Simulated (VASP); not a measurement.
# H13ClO6 in VASP: notebook, part 2 of 2

VASP 6.6.1.

### Step 4. Single point, PBE+D3(BJ)

The input, INCAR:

```
PREC = Accurate
ENCUT = 520
EDIFF = 1E-7
ISMEAR = -1
SIGMA = 0.02
LREAL = Auto
LASPH = True
NELM = 100
ALGO = Normal
ISIF = 2
LWAVE = False
LCHARG = True
GGA = PE
IVDW = 12
LELF = True
LVHAR = True
NBANDS = 44
```

The input, KPOINTS:

```
Automatic mesh
0
Gamma
  1 1 1
```

The input, POSCAR:

```
H13ClO6
1.0
    5.6959650000      0.0000000000      0.0000000000
    0.0000000000      5.6959650000      0.0000000000
    0.0000000000      0.0000000000      5.6959650000
O H Cl
6 13 1
Direct
    0.7623642350      0.9911226631      0.5359759058
    0.3977201405      0.5993716605      0.2826737875
    0.9685277209      0.6520054108     -0.0170120427
    0.7285683813      0.3212273952      0.1950152432
   -0.0274404776      0.4170320569      0.5948421383
    0.5546909084      0.5396100573      0.6763910944
    0.9051319662      1.0343637996      0.6143471738
    0.6453866904      1.0356454086      0.6630307595
    0.4446129848      0.7477749600      0.2021255397
    0.4975978609      0.4728434954      0.2281966269
    0.9337838277      0.5756882284      0.1268090657
    1.1015341562      0.7614161955      0.0217873530
    0.6945442958      0.2033544799      0.0697335746
    0.7168758937      0.2097625249      0.3337625846
    0.0407305874      0.5036547802      0.7337474862
    0.0742982093      0.4715443301      0.4626257359
    0.4689811121      0.5729845601      0.5197890085
    0.7258120441      0.5074820509      0.6255831979
    0.5498804856      0.6806572723      0.7789373706
    0.4278291738      0.9826956451      0.9416666008
```

Potentials or basis: VASP PAW PBE potentials, release 64 (O, H, Cl).

Started as:

```console
$ cat potpaw_PBE.64/O/POTCAR potpaw_PBE.64/H/POTCAR potpaw_PBE.64/Cl/POTCAR > POTCAR
$ mpirun -np 1 vasp_gam > vasp.out
```

OUTCAR:

```text
PREC = Accurate
   ENCUT = 520
   EDIFF = 1E-7
   ISMEAR = -1
   LREAL = Auto
   LASPH = True
   NELM = 100
   ISIF = 2
   GGA = PE
   IVDW = 12
 IVDW          = 12

 ion  position               nearest neighbor table
   1  0.762  0.991  0.536-   7 0.96   8 1.02
   2  0.398  0.599  0.283-  10 0.97   9 1.00  17 1.42
   3  0.969  0.652  0.983-  11 0.95  12 1.01
[... 273 lines left out ...]
  -------------------------------------------------------------------------------------
  Total       3.37890     2.83013     4.69242    -0.83968    -0.16113     1.23953
  in kB      29.29439    24.53668    40.68230    -7.27986    -1.39695    10.74645
  external pressure =       31.50 kB  Pullay stress =        0.00 kB

 VOLUME and BASIS-vectors are now :
 -----------------------------------------------------------------------------
  energy-cutoff  :      520.00
  volume of cell :      184.80
      direct lattice vectors                 reciprocal lattice vectors
     5.695965000  0.000000000  0.000000000     0.175562877  0.000000000  0.000000000
     0.000000000  5.695965000  0.000000000     0.000000000  0.175562877  0.000000000
     0.000000000  0.000000000  5.695965000     0.000000000  0.000000000  0.175562877

 POSITION                                       TOTAL-FORCE (eV/Angst)
 -----------------------------------------------------------------------------------
      4.34240      5.64540      3.05290        -1.384169      0.123051      0.320395
      2.26540      3.41400      1.61010        -1.893139      1.197099      1.173331
      5.51670      3.71380      5.59907         1.504839      2.096158     -0.919345
      4.14990      1.82970      1.11080        -0.128666     -1.403782      0.172907
      5.53967      2.37540      3.38820         1.598853      0.783018     -0.452199
      3.15950      3.07360      3.85270         0.357339     -0.468196      0.650757
[... 12 lines left out ...]
      3.13210      3.87700      4.43680        -0.088312      0.398109      0.154395
      2.43690      5.59740      5.36370        -0.340427     -0.080623     -0.196677
 -----------------------------------------------------------------------------------
    total drift:                               -0.003043     -0.006894      0.014434

  FREE ENERGIE OF THE ION-ELECTRON SYSTEM (eV)
  ---------------------------------------------------
  free  energy   TOTEN  =       -94.5243764204 eV

  energy  without entropy=      -94.5243764203  energy(sigma->0) =      -94.52437642
```

Run time: 28 s. Hardware: 1 thread of Intel Xeon Platinum 8259CL at 2.50GHz (Skylake/Cascade Lake), shared host; peak memory 0.24 GiB.

Results:

```yaml
Free_energy: -94.5244 eV
Pressure: 3.2 GPa
Largest_force: 2.739 eV/Å
Band_gap_on_the_k_mesh: 5.04 eV
Dispersion_energy_per_atom: -0.047 eV
```

Forces on the atoms (eV/Å):
```
O   -1.384  0.123  0.320
O   -1.893  1.197  1.173
O    1.505  2.096 -0.919
O   -0.129 -1.404  0.173
O    1.599  0.783 -0.452
O    0.357 -0.468  0.651
H    0.916  0.319  0.069
H    0.350 -0.558 -0.676
H   -0.061 -0.237 -0.035
H    1.172 -0.950 -0.934
H   -0.535 -1.040  0.934
H   -0.777 -0.542 -0.436
H   -0.059  0.580  0.146
H    0.589  0.206 -0.190
H   -0.630 -0.421  0.089
H   -0.658 -0.494  0.497
H   -0.275  0.584 -0.645
H    0.341 -0.091  0.277
H   -0.088  0.398  0.154
Cl  -0.340 -0.081 -0.197
```

Caveat: the k points lie up to 1.10 Å⁻¹ apart.

### Step 5. Single point, PBE+D3(BJ)

The input, INCAR:

```
SYSTEM = H13ClO6
PREC = Accurate
ENCUT = 520
EDIFF = 1E-6
ISMEAR = -1
SIGMA = 0.02
LREAL = Auto
LASPH = .TRUE.
NELM = 60
ALGO = Normal
ISIF = 2
LWAVE = .FALSE.
LCHARG = .FALSE.
GGA = PE
IVDW = 12
NBANDS = 44
```

The input, KPOINTS:

```
regular mesh
0
G
  1 1 1
  0 0 0
```

The input, POSCAR:

```
H13ClO6
1.0
    5.6959650000      0.0000000000      0.0000000000
    0.0000000000      5.6959650000      0.0000000000
    0.0000000000      0.0000000000      5.6959650000
O H Cl
6 13 1
Direct
    0.7996186774      1.0220743983      0.5157686187
    0.3541981034      0.5787956913      0.3164520849
    0.9583450741      0.6903834557     -0.0325318010
    0.7269532028      0.3296719695      0.1740705921
    0.0163449038      0.4027412388      0.6347300238
    0.5740730500      0.5695435277      0.6856608143
    0.9316419606      1.1163692193      0.5852739615
    0.6729851746      1.0795361278      0.6223352847
    0.3459466482      0.7285157124      0.2120975111
    0.4565512604      0.4652416228      0.2415920744
    0.9399285284      0.5898034837      0.1063911032
    1.0479699226      0.8214762556      0.0064958264
    0.6883820389      0.2154332058      0.0435747060
    0.7445270468      0.2127119812      0.3033024255
    0.0720334482      0.4909791405      0.7747414178
    0.0936276821      0.4756876140      0.4888372734
    0.4969307220      0.5952810454      0.5206843792
    0.7482665360      0.5621698869      0.6807099412
    0.5302876686      0.7334314730      0.7613108578
    0.4061647148      0.9739175012      0.9261643988
```

Started as:

```console
$ cat potpaw_PBE.64/O/POTCAR potpaw_PBE.64/H/POTCAR potpaw_PBE.64/Cl/POTCAR > POTCAR
$ mpirun -np 1 vasp_gam > vasp.out
```

Wall time 24 s (1 thread of Intel Xeon Platinum 8259CL at 2.50GHz (Skylake/Cascade Lake), shared host); peak memory 0.24 GiB.

The run converged. Its results:

| Property | Result |
| --- | --- |
| Free energy | -94.6099 eV |
| Pressure | 1.5 GPa |
| Largest force | 2.737 eV/Å |
| Band gap on the k mesh | 4.74 eV |
| Dispersion energy per atom | -0.046 eV |

Forces in eV/Å, atoms in the order of the input:
```
O   -0.247  0.505  0.828
O   -1.388  2.353 -0.183
O   -1.334 -1.938 -0.042
O   -0.358 -0.869 -0.951
O    0.735  0.578 -1.606
O   -0.316  1.072  0.371
H   -0.210 -0.188 -0.404
H    0.212 -0.638 -0.370
H    0.546 -1.474  0.609
H    1.013 -0.725 -1.061
H   -0.333  0.121 -0.220
H    1.467  1.989  0.485
H   -0.038  0.946  0.648
H    0.318 -0.143  0.400
H   -0.095  0.116 -0.257
H   -0.335 -0.750  1.589
H   -0.013 -0.400 -0.264
H    0.334 -0.279 -0.230
H    0.103 -0.557  0.547
Cl  -0.062  0.284  0.112
```

Stress tensor (GPa, compression positive):
```
2.37 1.14 1.20
1.14 0.70 2.00
1.20 2.00 1.45
```

Levels at points of the mesh, in eV from the valence-band top:
| k point | band 26 | band 27 | band 28 | band 29 | band 30 | band 31 |
| --- | --- | --- | --- | --- | --- | --- |
| (0.00, 0.00, 0.00) | -0.43 | -0.33 | 0.00 | 4.74 | 7.75 | 8.40 |

Caveat: the k points lie up to 1.10 Å⁻¹ apart.

### Step 6. Single point, PBE+D3(BJ)

The input, INCAR:

```
  ALGO = Normal
  EDIFF = 1E-6
  ENCUT = 520
  GGA = PE
  ISIF = 2
  ISMEAR = -1
  IVDW = 12
  LASPH = T
  LCHARG = T
  LELF = T
  LREAL = Auto
  LVHAR = T
  LWAVE = F
  NBANDS = 44
  NELM = 80
  PREC = Accurate
  SIGMA = 0.02
```

The input, KPOINTS:

```
k-points
0
Gamma
  1 1 1
```

The input, POSCAR:

```
H13ClO6
1.0
    5.6959650000      0.0000000000      0.0000000000
    0.0000000000      5.6959650000      0.0000000000
    0.0000000000      0.0000000000      5.6959650000
O H Cl
6 13 1
Direct
    0.7928946193      0.9804484403      0.4685246486
    0.3870810302      0.5983885084      0.3452092841
    0.9475655135      0.7175079201      0.0006495826
    0.6970197324      0.3175230185      0.1679434477
    0.0183638769      0.3993002064      0.6538488211
    0.5978091509      0.5527772730      0.7071321541
    0.9391384954      1.0546588682      0.5310777015
    0.6736698698      1.0303609661      0.5832725447
    0.3906449566      0.7414546964      0.2436988289
    0.4912249285      0.4704909528      0.2574102896
    0.9108026471      0.6896636479      0.1629750183
    1.0709686594      0.8460726146     -0.0050913234
    0.5951932640      0.2340253144      0.0592349145
    0.7558859649      0.1881156222      0.2742116568
    0.0685924159      0.4862916117      0.8046924446
    0.1249656555      0.4744586738      0.5330791183
    0.5087461036      0.5929811718      0.5453158508
    0.7754612256      0.5067622431      0.6730905123
    0.6090627312      0.7061138894      0.7868552563
    0.3915227709      0.9917195769      0.9366630588
```

Potentials or basis: VASP PAW PBE potentials, release 64 (O, H, Cl).

Started as:

```console
$ cat potpaw_PBE.64/O/POTCAR potpaw_PBE.64/H/POTCAR potpaw_PBE.64/Cl/POTCAR > POTCAR
$ mpirun -np 1 vasp_gam > vasp.out
```

It took 28 s on 1 thread of Intel Xeon Platinum 8259CL at 2.50GHz (Skylake/Cascade Lake), shared host; peak memory 0.24 GiB.

Results (log left out):

```
Free energy                : -94.8222 eV
Pressure                   : 0.1 GPa
Largest force              : 1.828 eV/Å
Band gap on the k mesh     : 4.50 eV
Dispersion energy per atom : -0.046 eV
```

Forces on the atoms (eV/Å):
```
O    0.870  0.407  0.543
O   -0.131 -0.286 -0.846
O    0.903  0.816 -0.702
O    0.565  0.640  0.930
O    1.222  1.346  0.191
O    1.065  0.061 -0.022
H   -0.718 -0.324 -0.010
H    0.076 -0.134  0.067
H    0.054 -0.313  0.085
H   -0.045  0.604  0.407
H   -0.134 -0.091  0.427
H   -0.618 -0.724  0.105
H   -0.310 -0.617 -0.675
H   -0.488  0.323 -0.298
H   -0.691 -0.789 -0.819
H   -0.657 -0.544  0.482
H   -0.054 -0.068 -0.167
H   -0.587 -0.206  0.049
H   -0.169  0.168  0.638
Cl  -0.152 -0.270 -0.386
```

Stress tensor (GPa, compression positive):
```
-0.80  0.67  2.45
 0.67 -0.26  0.21
 2.45  0.21  1.24
```

Levels at points of the mesh, in eV from the valence-band top:
```
           k point  band 24  band 25  band 26  band 27  band 28  band 29  band 30  band 31  band 32  band 33
(0.00, 0.00, 0.00)    -0.83    -0.69    -0.36    -0.22     0.00     4.50     7.58     8.27     8.46     9.18
```

Caveat: the k points lie up to 1.10 Å⁻¹ apart.
